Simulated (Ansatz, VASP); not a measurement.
## AlP: VASP beside Ansatz

```
CELL_PARAMETERS angstrom
2.62481 2.62481 0.00000
-2.62481 2.62481 0.00000
0.00000 2.62481 2.62481
ATOMIC_POSITIONS crystal
Al 0.00000 0.00000 0.00000
P 0.75000 0.25000 0.50000
```

Alike in both runs: task single point; functional r2SCAN; k mesh 8 × 8 × 8; no spin polarisation.

|  | VASP | Ansatz |
| --- | --- | --- |
| version | VASP 6.6.1 | Ansatz 0.2.0 |
| potentials or method | VASP PAW PBE potentials, release 64 (Al, P) | PAW with Ansatz's default frozen-core files, scalar-relativistic |
| plane-wave cutoff (eV) | 550 | 500 |
| occupations | gaussian, width 0.01 eV | fixed |
| valence electrons in the cell | 8 | 8 |

```tsv
	VASP	Ansatz	Ansatz less VASP
gap on the k mesh at the Fermi level (eV)	1.66	1.66	0.000
pressure (GPa)	14.6	15.0	+0.41
```

VASP's potentials were made for PBE, not for r2SCAN.
